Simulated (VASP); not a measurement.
The system is Al4GaRu2.

```xyz
7
Lattice="4.7645 0.0000 0.0000 -2.3822 4.1262 0.0000 0.0000 0.0000 5.8792" Properties=species:S:1:pos:R:3 pbc="T T T"
Al    2.3822    0.0000    0.0000
Al   -1.1911    2.0631    0.0000
Al    1.1911    2.0631    0.0000
Al    0.0000    0.0000    0.0000
Ga    0.0000    0.0000    2.9396
Ru    0.0000    2.7508    3.1490
Ru    2.3822    1.3754    2.7302
```

The cell was generated, and may not be a known phase.

- Program: VASP 6.6.1
- Task: relaxation of cell and atoms
- Functional: PBE
- Potentials or basis: VASP PAW PBE potentials, release 64 (Al, Ga_d, Ru_pv)
- Cutoff: 600 eV
- k mesh: 4 × 4 × 3
- Occupations: gaussian, width 0.2 eV
- Spin: no spin polarisation

At the start: pressure 8.6 GPa; volume 16.51 Å³/atom.

Problem. How do energy, volume and symmetry change on relaxing?

Solution. Over 16 steps the energy falls by 559.0 meV/atom and the volume is 15.87 Å³/atom (-3.9 %); space group P-3m1 (No. 164, to 0.1 Å) before, P6/mmm (No. 191, to 0.1 Å).

The path:
```tsv
step	energy change (eV)	largest force (eV/Å)	pressure (GPa)	volume (Å³)
1	0.0000	0.4781	8.56	115.58
2	-2.0378	0.4949	-11.63	129.53
3	-2.1003	0.5301	-12.78	131.28
4	-3.7755	0.3450	-1.30	115.23
5	-3.7902	0.2328	-2.79	116.33
6	-3.7890	0.2018	-3.20	116.64
7	-3.8471	0.2527	-1.14	113.13
8	-3.8480	0.2581	-0.82	112.67
9	-3.8599	0.3212	0.37	111.56
10	-3.8606	0.3394	0.75	111.22
11	-3.8707	0.3018	0.49	111.34
12	-3.8893	0.1999	-0.12	111.69
13	-3.8760	0.0248	-0.57	112.37
14	-3.8921	0.1483	-0.36	111.90
15	-3.9060	0.0920	-0.43	111.57
16	-3.9133	0.0337	-0.42	111.12
```

Final structure:
```yaml
crystal:
  lattice:
    - [5.31859, 0.00000, 0.00000]
    - [-2.65929, 4.60603, 0.00000]
    - [0.00000, 0.00000, 4.53605]
  atoms:
    - { symbol: Al, position: [0.50000, 0.00000, 0.00000] }
    - { symbol: Al, position: [0.00000, 0.50000, 0.00000] }
    - { symbol: Al, position: [0.50000, 0.50000, 0.00000] }
    - { symbol: Al, position: [0.00000, 0.00000, 0.00000] }
    - { symbol: Ga, position: [0.00000, 0.00000, 0.50000] }
    - { symbol: Ru, position: [0.33333, 0.66667, 0.50574] }
    - { symbol: Ru, position: [0.66667, 0.33333, 0.49426] }
```

Caveat: the k points lie up to 0.46 Å⁻¹ apart in the final cell, too coarse for converged energies and pressures of a metal; a cell axis changed by over 15 % at a fixed basis, so the end point is rough; the relaxation stopped at a loose force limit of 0.08 eV/Å, so its end isn't a converged minimum.
